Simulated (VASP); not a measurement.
Cu: single point with PBEsol

Crystal: Cu.

```xyz
2
Lattice="0.0000 2.3559 2.3559 2.3559 0.0000 2.3559 2.3559 2.3559 0.0000" Properties=species:S:1:pos:R:3 pbc="T T T"
Cu    2.3559    2.3559    2.3559
Cu    3.5339    3.5339    3.5339
```

```yaml
Program: VASP 6.6.1
Task: single point
Functional: PBEsol
Potentials_or_basis: VASP PAW PBE potentials, release 64 (Cu)
Cutoff: 520 eV
k_mesh: 6 × 6 × 6
Occupations: gaussian, width 0.1 eV
Spin: no spin polarisation
Dipole_correction: no
Further_INCAR_settings: ALGO = Fast; EDIFF = 1e-06; NBANDS = 18
```

```yaml
Pressure: 45.0 GPa
Band_gap_on_the_k_mesh: zero (band 11 reaches 7.03 eV, above the bottom of band 12 at 6.10 eV)
```

Levels at points of the mesh, in eV from the Fermi level:
| k point | band 7 | band 8 | band 9 | band 10 | band 11 | band 12 | band 13 | band 14 | band 15 | band 16 |
| --- | --- | --- | --- | --- | --- | --- | --- | --- | --- | --- |
| (0.00, 0.00, 0.00) | -2.71 | -2.71 | -2.71 | -1.51 | -1.51 | 12.84 | 12.84 | 12.84 | 13.29 | 13.29 |
| (0.50, 0.00, 0.00) | -2.79 | -2.30 | -2.30 | -1.69 | -1.69 | -0.18 | 9.10 | 9.10 | 12.81 | 13.51 |
| (0.50, 0.50, 0.00) | -2.98 | -2.98 | -1.53 | -1.53 | 0.39 | 0.39 | 4.15 | 4.15 | 9.86 | 9.86 |

It took 7.7 s on 1 thread of Intel(R) Xeon(R) 6975P-C (Granite Rapids), with other jobs on the host, peak memory 0.14 GiB.

Caveat: the k points lie up to 0.38 Å⁻¹ apart; the PAW data sets were made with another functional, which shifts forces and pressure a little.
